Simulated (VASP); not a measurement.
A run of VASP 6.6.1:

File INCAR:

```
ALGO     = Normal         # electronic algorithm
EDIFF    = 1E-6           # SCF threshold, eV
ENCUT    = 520            # plane-wave cutoff, eV
GGA      = PE             # functional
ISIF     = 2              # what is computed and relaxed
ISMEAR   = 0              # smearing method
LASPH    = True           # aspherical terms in the spheres
LCHARG   = False          # write CHGCAR
LDAU     = True           # DFT+U
LDAUJ    = 0 0 0        
LDAUL    = -1 2 -1        # shell
LDAUPRINT= 1            
LDAUTYPE = 2            
LDAUU    = 0 2 0          # U, eV
LMAXMIX  = 4              # l up to which the mixer works
LREAL    = False          # projectors in reciprocal space
LWAVE    = False          # write WAVECAR
NBANDS   = 28             # bands
NELM     = 150            # most SCF steps
PREC     = Accurate       # precision mode
SIGMA    = 0.01           # smearing width, eV
```

File KPOINTS:

```
k-points
0
Gamma
  6 6 6
```

File POSCAR:

```
BaTiO3
1.0
    4.0060000000      0.0000000000      0.0000000000
    0.0000000000      4.0060000000      0.0000000000
    0.0000000000      0.0000000000      4.0060000000
Ba Ti O
1 1 3
Direct
    0.5000000000      0.5000000000      0.5000000000
    0.0000000000      0.0000000000      0.0000000000
    0.5000000000      0.0000000000      0.0000000000
    0.0000000000      0.5000000000      0.0000000000
    0.0000000000      0.0000000000      0.5000000000
```

Potentials or basis: VASP PAW PBE potentials, release 64 (Ba_sv, Ti_sv, O).

Run with:

```bash
$ cat potpaw_PBE.64/Ba_sv/POTCAR potpaw_PBE.64/Ti_sv/POTCAR potpaw_PBE.64/O/POTCAR > POTCAR
$ mpirun -np 1 vasp_std > vasp.out
```

Hardware: 1 thread of Intel Xeon 8259CL (shared host).

Q: Estimate the wall time of this run.

A: Run time: 68 s on 1 thread of Intel Xeon 8259CL (shared host), peak memory 0.19 GiB. Counts: scf iterations 18, k points 20.
